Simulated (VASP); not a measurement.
# Os (P6/mmm) in VASP: single point with PBE

Aim: the single point of Os with PBE.

All numbers are computed with VASP 6.6.1; they aren't measurements. Logs are shortened: lines on timing, memory, paths and dates and some standing lists are left out, and cuts for length are marked.

## 1. The cell of the first run

It takes space group P6/mmm (No. 191, hexagonal). The conventional cell has a = 2.587 Å, b = 2.587 Å, c = 2.458 Å, α = 90.00°, β = 90.00°, γ = 120.00°. Os (site symmetry 6/mmm) has 8 Os at 2.46 to 2.59 Å within 3.2 Å.

This isn't the form of Os at room conditions, which is hcp.

## 2. Single point, PBE

Input file INCAR:

```
SYSTEM = Os
PREC = Accurate ; ENCUT = 560
EDIFF = 1E-6 ; ISMEAR = -1
SIGMA = 0.1 ; LREAL = .False.
LASPH = .True. ; NELM = 120
ALGO = Normal ; ISIF = 2
LWAVE = .False. ; LCHARG = .False.
GGA = PE ; NBANDS = 14
GGA_COMPAT = .False.
```

Input file KPOINTS:

```
Automatic mesh
0
Gamma
  17 17 16
  0 0 0
```

Input file POSCAR:

```
Os
1.0
    2.5867495672      0.0000000000      0.0000000000
   -1.2933747836      2.2401908385      0.0000000000
    0.0000000000      0.0000000000      2.4576371420
Os
1
Direct
    0.0000000000      0.0000000000      0.0000000000
```

Potentials or basis: VASP PAW PBE potentials, release 64 (Os_sv_GW).

Launch:

```bash
$ cat potpaw_PBE.64/Os_sv_GW/POTCAR > POTCAR
$ mpirun -np 1 vasp_std > vasp.out
```

OUTCAR:

```text
SYSTEM = Os
   PREC = Accurate
   ENCUT = 560
   EDIFF = 1E-6
   ISMEAR = -1
   LREAL = .False.
   LASPH = .True.
   NELM = 120
   ISIF = 2
   GGA = PE

 ion  position               nearest neighbor table
   1  0.000  0.000  0.000-

  LATTYP: Found a hexagonal cell.
 ALAT       =     2.5867495672
 C/A-ratio  =     0.9500870023

  Lattice vectors:

 A1 = (   2.5867495672,   0.0000000000,   0.0000000000)
 A2 = (  -1.2933747836,   2.2401908385,   0.0000000000)
 A3 = (   0.0000000000,   0.0000000000,   2.4576371420)

Analysis of symmetry for initial positions (statically):
=====================================================================
 Subroutine PRICEL returns:
 Original cell was already a primitive cell.

 Routine SETGRP: Setting up the symmetry group for a
 hexagonal supercell.

 Subroutine GETGRP returns: Found 24 space group operations
 (whereof 24 operations were pure point group operations)
 out of a pool of 24 trial point group operations.

The static configuration has the point symmetry D_6h.

Analysis of symmetry for dynamics (positions and initial velocities):
=====================================================================
 Subroutine PRICEL returns:
 Original cell was already a primitive cell.

 Routine SETGRP: Setting up the symmetry group for a
 hexagonal supercell.

 Subroutine GETGRP returns: Found 24 space group operations
 (whereof 24 operations were pure point group operations)
 out of a pool of 24 trial point group operations.

The dynamic configuration has the point symmetry D_6h.

 Subroutine INISYM returns: Found 24 space group operations
 (whereof 24 operations are pure point group operations),
 and found     1 'primitive' translations

----------------------------------------------------------------------------------------

                                     Primitive cell

  volume of cell :      14.2415

  direct lattice vectors                    reciprocal lattice vectors
     2.586749567  0.000000000  0.000000000     0.386585548  0.223195270  0.000000000
    -1.293374784  2.240190838  0.000000000     0.000000000  0.446390541  0.000000000
     0.000000000  0.000000000  2.457637142     0.000000000  0.000000000  0.406894892

  length of vectors
     2.586749567  2.586749567  2.457637142     0.446390541  0.446390541  0.406894892

  position of ions in fractional coordinates (direct lattice)
     0.000000000  0.000000000  0.000000000

  ion indices of the primitive-cell ions
   primitive index   ion index
                 1           1

[... 83 lines left out ...]
   NUPDOWN=      -1.0000    fix difference up-down
   EMIN   =  10.00;   EMAX   =-10.00  energy-range for DOS
   EFERMI =   0.00;   METHOD = LEGACY
   ISMEAR =    -1;   SIGMA  =   0.10  broadening in eV -4-tet -1-fermi 0-gaus
   EFERMI_NEDOS =   21; number of points for ismear=-14 and -15
   IALGO  =     38    algorithm
   IMIX   =      4    mixing-type and parameters
     AMIX     =   0.40;   BMIX     =  1.00
     AMIX_MAG =   1.60;   BMIX_MAG =  1.00
  volume/ion in A,a.u.               =      14.24        96.11
  Fermi-wavevector in a.u.,A,eV,Ry     =   1.701881  3.216088 39.407884  2.896398
  Thomas-Fermi vector in A             =   2.781752
   LORBIT       =      0    0 simple, 1 ext, 2 COOP (PROOUT), +10 PAW based schemes
   GGA     = PE    functional components
   LHFCALC =     F    Hartree Fock is set to
   AEXX    =    0.0000 exact exchange contribution
   IVDW    =     0    specifies the selected vdW correction
   LEPSILON=     F    determine dielectric tensor
   LRPA    =     F    only Hartree local field effects (RPA)
 non-spin polarized calculation
  energy-cutoff  :      560.00
  volume of cell :       14.24
 maximum number of plane-waves:       440
 NGX is ok and might be reduce to    20
   NGX =  9   NGY =  9   NGZ =  9

 number of electron      16.0000001 magnetization

 Free energy of the ion-electron system (eV)
  ---------------------------------------------------
  ext. energy  EPLUGINS =         0.00000000
  ---------------------------------------------------
  free energy    TOTEN  =       -11.05696388 eV

  energy without entropy =      -11.01699255  energy(sigma->0) =      -11.03697821

 E-fermi :  13.3974     XC(G=0): -14.3857

 val. band max:       13.3904623177   @ k =   0.4706   0.0000   0.3125
 cond. band min:      13.4132564432   @ k =   0.1765   0.0588   0.1875
 fundamental gap:      0.0227941255
 Fermi energy:        13.3973972575

 k-point     1 :       0.0000    0.0000    0.0000
  band No.  band energies     occupation
      1     -73.0261      2.00000
      2     -31.8053      2.00000
      3     -31.7907      2.00000
      4     -31.7907      2.00000
      5       2.7863      2.00000
      6       6.5527      2.00000
      7      10.5377      2.00000
      8      10.5377      2.00000
      9      16.4491      0.00000
     10      16.4491      0.00000
     11      27.1422      0.00000
     12      29.1660      0.00000
     13      35.3317      0.00000
     14      35.3317      0.00000
[... 377 lines left out ...]
      1     -72.9447      2.00000
      2     -32.6126      2.00000
      3     -32.0839      2.00000
      4     -31.7070      2.00000
      5       5.9877      2.00000
      6       8.1861      2.00000
      7       8.4888      2.00000
      8      13.7279      0.07081
      9      14.7479      0.00000
     10      15.5432      0.00000
     11      26.3541      0.00000
     12      28.2704      0.00000
     13      35.0314      0.00000
     14      35.6395      0.00000

 [... further k-points ...]

------------------------ aborting loop because EDIFF is reached ----------------------------------------

  FORCE on cell =-STRESS in cart. coord.  units (eV):
  Direction    XX          YY          ZZ          XY          YZ          ZX
  --------------------------------------------------------------------------------------
  -------------------------------------------------------------------------------------
  Total        3.4556716      3.4556716      3.4727071      0.0000000      0.0000000      0.0000000
  in kB      388.7638611    388.7638612    390.6803573      0.0000000      0.0000000      0.0000000
  external PRESSURE =     389.4026932 kB  Pullay stress =       0.0000000 kB

 VOLUME and BASIS-vectors are now :
 -----------------------------------------------------------------------------
  energy-cutoff  :      560.00
  volume of cell :       14.24
      direct lattice vectors                 reciprocal lattice vectors
     2.586749567  0.000000000  0.000000000     0.386585548  0.223195270  0.000000000
    -1.293374784  2.240190838  0.000000000     0.000000000  0.446390541  0.000000000
     0.000000000  0.000000000  2.457637142     0.000000000  0.000000000  0.406894892

 POSITION                                       TOTAL-FORCE (eV/Angst)
 -----------------------------------------------------------------------------------
      0.00000      0.00000      0.00000         0.000000      0.000000      0.000000
 -----------------------------------------------------------------------------------
    total drift:                               -0.000000      0.000000      0.000000

  FREE ENERGIE OF THE ION-ELECTRON SYSTEM (eV)
  ---------------------------------------------------
  free  energy   TOTEN  =       -11.0569638778 eV

  energy  without entropy=      -11.0169925484  energy(sigma->0) =      -11.03697821
```

OSZICAR:

```text
N       E                     dE             d eps       ncg     rms          rms(c)
DAV:   1     0.995175359796E+02    0.99518E+02   -0.11339E+04  8530   0.130E+03
DAV:   2    -0.102096475597E+02   -0.10973E+03   -0.10401E+03 10434   0.360E+02
DAV:   3    -0.118695918684E+02   -0.16599E+01   -0.16534E+01  9408   0.401E+01
DAV:   4    -0.118720612657E+02   -0.24694E-02   -0.24692E-02 10236   0.195E+00
DAV:   5    -0.118720663849E+02   -0.51192E-05   -0.51179E-05  9444   0.804E-02    0.853E+01
DAV:   6    -0.111483134867E+02    0.72375E+00   -0.82312E-01  8850   0.938E+00    0.462E+01
DAV:   7    -0.110714513590E+02    0.76862E-01   -0.39180E-01  9804   0.621E+00    0.611E+00
DAV:   8    -0.110569405118E+02    0.14511E-01   -0.49674E-02  8748   0.254E+00    0.609E-01
DAV:   9    -0.110570064700E+02   -0.65958E-04   -0.68421E-04  9552   0.265E-01    0.523E-01
DAV:  10    -0.110569613938E+02    0.45076E-04   -0.66569E-05  9342   0.109E-01    0.212E-01
DAV:  11    -0.110569639229E+02   -0.25291E-05   -0.15637E-06  7866   0.166E-02    0.130E-02
DAV:  12    -0.110569638778E+02    0.45132E-07   -0.97057E-08  4662   0.404E-03
   1 F= -.11056964E+02 E0= -.11036978E+02  d E =-.399713E-01
```

It took 19 s on 1 thread of Intel Xeon 6975P-C (Granite Rapids), shared host; peak memory 0.18 GiB.

Results:

```yaml
Free_energy: -11.0570 eV
Pressure: 38.9 GPa
Band_gap_on_the_k_mesh: zero (bands 8 and 9 overlap by 5.39 eV)
```

Stress tensor (GPa, compression positive):
```
38.88  0.00  0.00
 0.00 38.88  0.00
 0.00  0.00 39.07
```

Caveat: the cell stands under pressure; spin-orbit coupling is left out, which moves the levels of the heavy elements.

The gap in the log of VASP goes by the Fermi energy; the results here count the filled bands.